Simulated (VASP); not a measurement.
Here is a VASP 6.6.1 calculation.

File INCAR:

```
ALGO = Normal
EDIFF = 1E-6
ENCUT = 520
GGA = PS
ISIF = 2
ISMEAR = -1
LASPH = T
LCHARG = T
LELF = T
LREAL = Auto
LVHAR = T
LWAVE = F
NBANDS = 122
NELM = 80
PREC = Accurate
SIGMA = 0.17
```

The input KPOINTS:

```
k-points
0
Gamma
  3 3 3
```

POSCAR

```
SnO2
1.0
   -4.8902720000     -4.8902720000      0.0000000000
    4.8902720000     -4.8902720000      0.0000000000
    0.0000000000      0.0000000000      6.5785150000
Sn O
8 16
Direct
    0.4923856996      0.4685219963      0.0423651842
   -0.0061039550      0.5041335124      0.2350834497
    0.5177932843      0.4654035604      0.5320653673
    0.0200193363      0.4792984930      0.7607947994
    0.0349060339      0.0057665504      0.0040586667
    0.4980500062     -0.0524510702      0.2889101872
    0.0112468182     -0.0349060339      0.5142041935
    0.5111372128     -0.0139460545      0.7702498208
    0.1977395122      0.4611195451      0.0103670813
    0.0069116810      0.1998048370      0.2396133474
    0.8011313072      0.5295308727     -0.0043626867
    0.0300187801      0.7949864547      0.2445840741
    0.2020746494      0.5036120690      0.4706989343
    0.0134041624      0.1833947069      0.7617828644
    0.8140344750      0.5096955752      0.5033810822
    0.0429628454      0.7800179622      0.7849643879
    0.7043779978     -0.0440057322     -0.0229383075
    0.5608481491      0.6632759896      0.2638133378
    0.3190313340     -0.0392104979      0.0146841650
    0.5314530562      0.2493215101      0.2914183520
    0.6671919272     -0.0857927739      0.5200869801
    0.4689616447      0.6470498982      0.7608404024
    0.2891659196     -0.0005521165      0.5126384906
    0.5603471545      0.2565194738      0.7818177811
```

Potentials or basis: VASP PAW PBE potentials, release 64 (Sn_d, O).

Launch:

```console
$ cat potpaw_PBE.64/Sn_d/POTCAR potpaw_PBE.64/O/POTCAR > POTCAR
$ mpirun -np 1 vasp_std > vasp.out
```

Predict the largest force.

4.024 eV/Å.

Estimate the pressure.

-7.3 GPa.

What does it give for the band gap on the k mesh?

0.09 eV (least direct gap 0.18 eV).

Stress tensor (GPa, compression positive):
```
-6.88  0.00 -0.06
 0.00 -5.73 -1.52
-0.06 -1.52 -9.29
```

Caveat: the cell stands under tension; the smearing spreads over this small gap; the atoms stand as in a frame of molecular dynamics; semilocal functionals underestimate gaps, and a narrow one can read as zero; the PAW data sets were made with another functional, which shifts forces and pressure a little; spin-orbit coupling is left out, which moves the levels of the heavy elements. A k mesh can miss the band edges.
